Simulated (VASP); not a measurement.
# NaF (Fm-3m) in VASP: a series of runs

NaF is run at these levels: PBE; tasks: electric field gradients.

Everything below comes from runs of VASP 6.6.1. Logs are shortened: lines on timing, memory, paths and dates and some standing lists are left out, and cuts for length are marked.

## 1. The cell of the first run

It takes space group Fm-3m (No. 225, cubic). Conventional cell: a = 4.647 Å, b = 4.647 Å, c = 4.647 Å, α = 90.00°, β = 90.00°, γ = 90.00°. Within 3.1 Å of Na (site symmetry m-3m) lie 6 F at 2.32 Å. Within 3.1 Å of F (site symmetry m-3m) lie 6 Na at 2.32 Å.

## 2. Electric field gradients, PBE

File INCAR:

```
PREC = Accurate
ENCUT = 520
EDIFF = 1E-8
ISMEAR = -1
SIGMA = 0.03
LREAL = F
LASPH = T
NELM = 100
ALGO = Normal
ISIF = 2
LWAVE = F
LCHARG = F
GGA = PE
LEFG = T
NBANDS = 14
```

File KPOINTS:

```
Automatic mesh
0
Gamma
  11 11 11
```

File POSCAR:

```
NaF
1.0
    0.0000000000      2.3233000000      2.3233000000
    2.3233000000      0.0000000000      2.3233000000
    2.3233000000      2.3233000000      0.0000000000
Na F
1 1
Direct
    0.0000000000      0.0000000000      0.0000000000
    0.5000000000      0.5000000000      0.5000000000
```

Potentials or basis: VASP PAW PBE potentials, release 64 (Na_pv, F).

The run is started by

```console
cat potpaw_PBE.64/Na_pv/POTCAR potpaw_PBE.64/F/POTCAR > POTCAR
mpirun -np 1 vasp_std > vasp.out
```

OUTCAR:

```text
PREC = Accurate
   ENCUT = 520
   EDIFF = 1E-8
   ISMEAR = -1
   LREAL = F
   LASPH = T
   NELM = 100
   ISIF = 2
   GGA = PE

 ion  position               nearest neighbor table
   1  0.000  0.000  0.000-   2 2.32   2 2.32   2 2.32   2 2.32   2 2.32   2 2.32
   2  0.500  0.500  0.500-   1 2.32   1 2.32   1 2.32   1 2.32   1 2.32   1 2.32

  LATTYP: Found a face centered cubic cell.
 ALAT       =     4.6466000000

  Lattice vectors:

 A1 = (   0.0000000000,   2.3233000000,   2.3233000000)
 A2 = (   2.3233000000,   0.0000000000,   2.3233000000)
 A3 = (   2.3233000000,   2.3233000000,   0.0000000000)

Analysis of symmetry for initial positions (statically):
=====================================================================
 Subroutine PRICEL returns:
 Original cell was already a primitive cell.

 Routine SETGRP: Setting up the symmetry group for a
 face centered cubic supercell.

 Subroutine GETGRP returns: Found 48 space group operations
 (whereof 48 operations were pure point group operations)
 out of a pool of 48 trial point group operations.

The static configuration has the point symmetry O_h .

Analysis of symmetry for dynamics (positions and initial velocities):
=====================================================================
 Subroutine PRICEL returns:
 Original cell was already a primitive cell.

 Routine SETGRP: Setting up the symmetry group for a
 face centered cubic supercell.

 Subroutine GETGRP returns: Found 48 space group operations
 (whereof 48 operations were pure point group operations)
 out of a pool of 48 trial point group operations.

The dynamic configuration has the point symmetry O_h .

 Subroutine INISYM returns: Found 48 space group operations
 (whereof 48 operations are pure point group operations),
 and found     1 'primitive' translations

----------------------------------------------------------------------------------------

                                     Primitive cell

  volume of cell :      25.0811

  direct lattice vectors                    reciprocal lattice vectors
     0.000000000  2.323300000  2.323300000    -0.215211122  0.215211122  0.215211122
     2.323300000  0.000000000  2.323300000     0.215211122 -0.215211122  0.215211122
     2.323300000  2.323300000  0.000000000     0.215211122  0.215211122 -0.215211122

  length of vectors
     3.285642369  3.285642369  3.285642369     0.372756598  0.372756598  0.372756598

[... 126 lines left out ...]

 E-fermi :  -1.4541     XC(G=0):  -9.1161

 val. band max:       -2.1193620564   @ k =   0.0000   0.0000   0.0000
 cond. band min:       4.1363800912   @ k =   0.0000   0.0000   0.0000
 fundamental gap:      6.2557421476
 Fermi energy:        -1.4541220879

 k-point     1 :       0.0000    0.0000    0.0000
  band No.  band energies     occupation
      1     -21.2784      2.00000
      2     -21.0905      2.00000
      3     -21.0905      2.00000
      4     -21.0905      2.00000
      5      -2.1194      2.00000
      6      -2.1194      2.00000
      7      -2.1194      2.00000
      8       4.1364      0.00000
      9      16.7985      0.00000
     10      16.7985      0.00000
     11      16.7986      0.00000
     12      19.6452      0.00000
     13      21.8118      0.00000
     14      21.8118      0.00000
[... 377 lines left out ...]
      1     -21.7317      2.00000
      2     -21.1230      2.00000
      3     -21.0943      2.00000
      4     -20.5390      2.00000
      5      -3.0926      2.00000
      6      -2.4198      2.00000
      7      -2.2738      2.00000
      8       6.6338      0.00000
      9      12.6568      0.00000
     10      16.1237      0.00000
     11      18.6222      0.00000
     12      19.0802      0.00000
     13      20.7235      0.00000
     14      23.9981      0.00000

 [... further k-points ...]
[... 5 lines left out ...]
  --------------------------------------------------------------------------------------
  -------------------------------------------------------------------------------------
  Total        0.2471776      0.2471776      0.2471776     -0.0000000      0.0000000      0.0000000
  in kB       15.7896991     15.7896991     15.7896991     -0.0000000      0.0000000      0.0000000
  external PRESSURE =      15.7896991 kB  Pullay stress =       0.0000000 kB

 VOLUME and BASIS-vectors are now :
 -----------------------------------------------------------------------------
  energy-cutoff  :      520.00
  volume of cell :       25.08
      direct lattice vectors                 reciprocal lattice vectors
     0.000000000  2.323300000  2.323300000    -0.215211122  0.215211122  0.215211122
     2.323300000  0.000000000  2.323300000     0.215211122 -0.215211122  0.215211122
     2.323300000  2.323300000  0.000000000     0.215211122  0.215211122 -0.215211122

 POSITION                                       TOTAL-FORCE (eV/Angst)
 -----------------------------------------------------------------------------------
      0.00000      0.00000      0.00000         0.000000      0.000000      0.000000
      2.32330      2.32330      2.32330        -0.000000     -0.000000     -0.000000
 -----------------------------------------------------------------------------------
    total drift:                                0.000000     -0.000000      0.000000

  FREE ENERGIE OF THE ION-ELECTRON SYSTEM (eV)
  ---------------------------------------------------
  free  energy   TOTEN  =        -8.5640943743 eV

  energy  without entropy=       -8.5640943743  energy(sigma->0) =       -8.56409437

 Electric field gradients (V/A^2)
---------------------------------------------------------------------
 ion       V_xx      V_yy      V_zz      V_xy      V_xz      V_yz
---------------------------------------------------------------------
   1       0.000    -0.000     0.000    -0.003    -0.003    -0.003
   2      -0.000    -0.000     0.000     0.008     0.008     0.008
---------------------------------------------------------------------

 Electric field gradients after diagonalization (V/A^2)
 (convention: |V_zz| > |V_xx| > |V_yy|)
----------------------------------------------------------------------
 ion       V_xx      V_yy      V_zz     asymmetry (V_yy - V_xx)/ V_zz
----------------------------------------------------------------------
   1       0.003     0.003    -0.006       0.000
   2      -0.008    -0.008     0.016       0.000
----------------------------------------------------------------------

           NMR quadrupolar parameters

 Cq : quadrupolar parameter    Cq=e*Q*V_zz/h
 eta: asymmetry parameters     (V_yy - V_xx)/ V_zz
 Q  : nuclear electric quadrupole moment in mb (millibarn)
----------------------------------------------------------------------
 ion       Cq(MHz)       eta       Q (mb)
----------------------------------------------------------------------
   1      -0.000       0.000       1.000
   2       0.000       0.000       1.000
----------------------------------------------------------------------
```

OSZICAR:

```text
N       E                     dE             d eps       ncg     rms          rms(c)
DAV:   1     0.110045223085E+03    0.11005E+03   -0.77375E+03  1586   0.123E+03
DAV:   2    -0.400666615573E+01   -0.11405E+03   -0.10651E+03  1730   0.344E+02
DAV:   3    -0.941663740066E+01   -0.54100E+01   -0.54005E+01  1970   0.687E+01
DAV:   4    -0.946054687364E+01   -0.43909E-01   -0.43908E-01  1730   0.656E+00
DAV:   5    -0.946100691808E+01   -0.46004E-03   -0.46004E-03  1940   0.669E-01    0.542E+00
DAV:   6    -0.857182821723E+01    0.88918E+00   -0.31057E+00  1934   0.147E+01    0.182E+00
DAV:   7    -0.856204217951E+01    0.97860E-02   -0.32361E-02  1580   0.206E+00    0.106E+00
DAV:   8    -0.856355112168E+01   -0.15089E-02   -0.29156E-02  1706   0.338E+00    0.155E-01
DAV:   9    -0.856424627382E+01   -0.69515E-03   -0.47084E-03  2032   0.647E-01    0.133E-01
DAV:  10    -0.856409670084E+01    0.14957E-03   -0.93292E-04  1700   0.361E-01    0.185E-02
DAV:  11    -0.856409421697E+01    0.24839E-05   -0.34257E-05  1880   0.753E-02    0.292E-03
DAV:  12    -0.856409459150E+01   -0.37453E-06   -0.16024E-06  1742   0.141E-02    0.215E-03
DAV:  13    -0.856409442784E+01    0.16366E-06   -0.33460E-07  1712   0.488E-03    0.650E-04
DAV:  14    -0.856409436526E+01    0.62575E-07   -0.36988E-08  1892   0.252E-03    0.845E-05
DAV:  15    -0.856409437435E+01   -0.90861E-08   -0.23082E-09  1006   0.465E-04
   1 F= -.85640944E+01 E0= -.85640944E+01  d E =-.667182E-11
```

stdout:

```text
POSCAR found type information on POSCAR NaF
 POSCAR found :  2 types and       2 ions
 scaLAPACK will be used
 LDA part: xc-table for (Slater+PW92), standard interpolation
 POSCAR, INCAR and KPOINTS ok, starting setup
 FFT: planning ... GRIDC
 FFT: planning ... GRID_SOFT
 FFT: planning ... GRID
 WAVECAR not read
 entering main loop
ion   1

ion   2
```

Run time: 5.7 s. Hardware: 1 thread of Intel Xeon 6975P-C (Granite Rapids), shared host; peak memory 0.14 GiB.

Results:

```yaml
Free_energy: -8.5641 eV
Pressure: 1.6 GPa
Band_gap_on_the_k_mesh: 6.26 eV, direct
```

Levels at points of the mesh, in eV from the valence-band top:
| k point | band 5 | band 6 | band 7 | band 8 | band 9 | band 10 |
| --- | --- | --- | --- | --- | --- | --- |
| (0.00, 0.00, 0.00) | 0.00 | 0.00 | 0.00 | 6.26 | 18.92 | 18.92 |

Caveat: without QUAD_EFG the Cq values of the log hold for a quadrupole moment of 1 mb, not for the nuclei. PBE gaps usually lie below the measured ones, often by a third to a half.

## 3. Electric field gradients, PBE

File INCAR:

```
SYSTEM = NaF
  PREC = Accurate
  ENCUT = 520
  EDIFF = 1E-8
  ISMEAR = -1
  SIGMA = 0.03
  LREAL = .FALSE.
  LASPH = .TRUE.
  NELM = 80
  ALGO = Normal
  ISIF = 2
  LWAVE = .FALSE.
  LCHARG = .FALSE.
  GGA = PE
  LEFG = .TRUE.
  NBANDS = 14
```

File KPOINTS:

```
Automatic mesh
0
G
  3 3 3
  0 0 0
```

POSCAR is that of step 2.

Potentials or basis: VASP PAW PBE potentials, release 64 (Na_pv, F).

The run is started by

```console
cat potpaw_PBE.64/Na_pv/POTCAR potpaw_PBE.64/F/POTCAR > POTCAR
mpirun -np 1 vasp_std > vasp.out
```

OUTCAR:

```text
SYSTEM = NaF
   PREC = Accurate
   ENCUT = 520
   EDIFF = 1E-8
   ISMEAR = -1
   LREAL = .FALSE.
   LASPH = .TRUE.
   NELM = 80
   ISIF = 2
   GGA = PE

 ion  position               nearest neighbor table
   1  0.000  0.000  0.000-   2 2.32   2 2.32   2 2.32   2 2.32   2 2.32   2 2.32
   2  0.500  0.500  0.500-   1 2.32   1 2.32   1 2.32   1 2.32   1 2.32   1 2.32

  LATTYP: Found a face centered cubic cell.
 ALAT       =     4.6466000000

  Lattice vectors:

 A1 = (   0.0000000000,   2.3233000000,   2.3233000000)
 A2 = (   2.3233000000,   0.0000000000,   2.3233000000)
 A3 = (   2.3233000000,   2.3233000000,   0.0000000000)

Analysis of symmetry for initial positions (statically):
=====================================================================
 Subroutine PRICEL returns:
 Original cell was already a primitive cell.

 Routine SETGRP: Setting up the symmetry group for a
 face centered cubic supercell.

 Subroutine GETGRP returns: Found 48 space group operations
 (whereof 48 operations were pure point group operations)
 out of a pool of 48 trial point group operations.

The static configuration has the point symmetry O_h .

Analysis of symmetry for dynamics (positions and initial velocities):
=====================================================================
 Subroutine PRICEL returns:
 Original cell was already a primitive cell.

 Routine SETGRP: Setting up the symmetry group for a
 face centered cubic supercell.

 Subroutine GETGRP returns: Found 48 space group operations
 (whereof 48 operations were pure point group operations)
 out of a pool of 48 trial point group operations.

The dynamic configuration has the point symmetry O_h .

 Subroutine INISYM returns: Found 48 space group operations
 (whereof 48 operations are pure point group operations),
 and found     1 'primitive' translations

----------------------------------------------------------------------------------------

                                     Primitive cell

  volume of cell :      25.0811

  direct lattice vectors                    reciprocal lattice vectors
     0.000000000  2.323300000  2.323300000    -0.215211122  0.215211122  0.215211122
     2.323300000  0.000000000  2.323300000     0.215211122 -0.215211122  0.215211122
     2.323300000  2.323300000  0.000000000     0.215211122  0.215211122 -0.215211122

  length of vectors
     3.285642369  3.285642369  3.285642369     0.372756598  0.372756598  0.372756598

  position of ions in fractional coordinates (direct lattice)
     0.000000000  0.000000000  0.000000000
     0.500000000  0.500000000  0.500000000

  ion indices of the primitive-cell ions
   primitive index   ion index
                 1           1
                 2           2

----------------------------------------------------------------------------------------

 KPOINTS: Automatic mesh

Automatic generation of k-mesh.
 Grid dimensions read from file:
 generate k-points for:    3    3    3

 Generating k-lattice:

[... 58 lines left out ...]
   IMIX   =      4    mixing-type and parameters
     AMIX     =   0.40;   BMIX     =  1.00
     AMIX_MAG =   1.60;   BMIX_MAG =  1.00
  volume/ion in A,a.u.               =      12.54        84.63
  Fermi-wavevector in a.u.,A,eV,Ry     =   1.347935  2.547227 24.720809  1.816928
  Thomas-Fermi vector in A             =   2.475645
   LORBIT       =      0    0 simple, 1 ext, 2 COOP (PROOUT), +10 PAW based schemes
   GGA     = PE    functional components
   LHFCALC =     F    Hartree Fock is set to
   AEXX    =    0.0000 exact exchange contribution
   IVDW    =     0    specifies the selected vdW correction
   LEPSILON=     F    determine dielectric tensor
   LRPA    =     F    only Hartree local field effects (RPA)
 non-spin polarized calculation
  energy-cutoff  :      520.00
  volume of cell :       25.08
 maximum number of plane-waves:       680
   NGX = 13   NGY = 13   NGZ = 13

 number of electron      13.9999982 magnetization

 Free energy of the ion-electron system (eV)
  ---------------------------------------------------
  ext. energy  EPLUGINS =         0.00000000
  ---------------------------------------------------
  free energy    TOTEN  =        -8.55820663 eV

  energy without entropy =       -8.55820663  energy(sigma->0) =       -8.55820663

 E-fermi :  -1.3746     XC(G=0):  -9.1133

 val. band max:       -2.1084256162   @ k =   0.0000   0.0000   0.0000
 cond. band min:       4.1404647604   @ k =   0.0000   0.0000   0.0000
 fundamental gap:      6.2488903766
 Fermi energy:        -1.3745546190

 k-point     1 :       0.0000    0.0000    0.0000
  band No.  band energies     occupation
      1     -21.2672      2.00000
      2     -21.0933      2.00000
      3     -21.0933      2.00000
      4     -21.0933      2.00000
      5      -2.1084      2.00000
      6      -2.1084      2.00000
      7      -2.1084      2.00000
      8       4.1405      0.00000
      9      16.8011      0.00000
     10      16.8011      0.00000
     11      16.8011      0.00000
     12      19.6517      0.00000
     13      21.8134      0.00000
     14      21.8134      0.00000
[... 37 lines left out ...]
      1     -21.6542      2.00000
      2     -21.1886      2.00000
      3     -21.1217      2.00000
      4     -20.5235      2.00000
      5      -3.1241      2.00000
      6      -3.0056      2.00000
      7      -2.4429      2.00000
      8      10.0197      0.00000
      9      11.1730      0.00000
     10      13.2203      0.00000
     11      17.6950      0.00000
     12      17.7956      0.00000
     13      22.9108      0.00000
     14      25.6809      0.00000

------------------------ aborting loop because EDIFF is reached ----------------------------------------

  FORCE on cell =-STRESS in cart. coord.  units (eV):
  Direction    XX          YY          ZZ          XY          YZ          ZX
  --------------------------------------------------------------------------------------
  -------------------------------------------------------------------------------------
  Total        0.2549661      0.2549661      0.2549661      0.0000000      0.0000000      0.0000000
  in kB       16.2872258     16.2872258     16.2872258      0.0000000      0.0000000      0.0000000
  external PRESSURE =      16.2872258 kB  Pullay stress =       0.0000000 kB

 VOLUME and BASIS-vectors are now :
 -----------------------------------------------------------------------------
  energy-cutoff  :      520.00
  volume of cell :       25.08
      direct lattice vectors                 reciprocal lattice vectors
     0.000000000  2.323300000  2.323300000    -0.215211122  0.215211122  0.215211122
     2.323300000  0.000000000  2.323300000     0.215211122 -0.215211122  0.215211122
     2.323300000  2.323300000  0.000000000     0.215211122  0.215211122 -0.215211122

 POSITION                                       TOTAL-FORCE (eV/Angst)
 -----------------------------------------------------------------------------------
      0.00000      0.00000      0.00000        -0.000000      0.000000     -0.000000
      2.32330      2.32330      2.32330         0.000000     -0.000000      0.000000
 -----------------------------------------------------------------------------------
    total drift:                                0.000000     -0.000000      0.000000

  FREE ENERGIE OF THE ION-ELECTRON SYSTEM (eV)
  ---------------------------------------------------
  free  energy   TOTEN  =        -8.5582066309 eV

  energy  without entropy=       -8.5582066309  energy(sigma->0) =       -8.55820663

 Electric field gradients (V/A^2)
---------------------------------------------------------------------
 ion       V_xx      V_yy      V_zz      V_xy      V_xz      V_yz
---------------------------------------------------------------------
   1      -0.000     0.000     0.000    -0.003    -0.003    -0.003
   2      -0.000    -0.000     0.000     0.008     0.008     0.008
---------------------------------------------------------------------

 Electric field gradients after diagonalization (V/A^2)
 (convention: |V_zz| > |V_xx| > |V_yy|)
----------------------------------------------------------------------
 ion       V_xx      V_yy      V_zz     asymmetry (V_yy - V_xx)/ V_zz
----------------------------------------------------------------------
   1       0.003     0.003    -0.006       0.000
   2      -0.008    -0.008     0.016       0.000
----------------------------------------------------------------------

           NMR quadrupolar parameters

 Cq : quadrupolar parameter    Cq=e*Q*V_zz/h
 eta: asymmetry parameters     (V_yy - V_xx)/ V_zz
 Q  : nuclear electric quadrupole moment in mb (millibarn)
----------------------------------------------------------------------
 ion       Cq(MHz)       eta       Q (mb)
----------------------------------------------------------------------
   1      -0.000       0.000       1.000
   2       0.000       0.000       1.000
----------------------------------------------------------------------
```

stdout:

```text
POSCAR found type information on POSCAR NaF
 POSCAR found :  2 types and       2 ions
 scaLAPACK will be used
 LDA part: xc-table for (Slater+PW92), standard interpolation
 POSCAR, INCAR and KPOINTS ok, starting setup
 FFT: planning ... GRIDC
 FFT: planning ... GRID_SOFT
 FFT: planning ... GRID
 WAVECAR not read
 entering main loop
ion   1

ion   2
```

It took 1.6 s on 1 thread of AMD EPYC 9R45 (Zen 5), shared host; peak memory 0.1 GiB.

Results:

```
Free energy            : -8.5582 eV
Pressure               : 1.6 GPa
Band gap on the k mesh : 6.25 eV, direct
```

Levels at points of the mesh, in eV from the valence-band top:
```tsv
k point	band 4	band 5	band 6	band 7	band 8	band 9	band 10	band 11
(0.00, 0.00, 0.00)	-18.98	0.00	0.00	0.00	6.25	18.91	18.91	18.91
```

Caveat: the k points lie up to 0.78 Å⁻¹ apart; without QUAD_EFG the Cq values of the log hold for a quadrupole moment of 1 mb, not for the nuclei.

(Continued in part 2 of 2.)
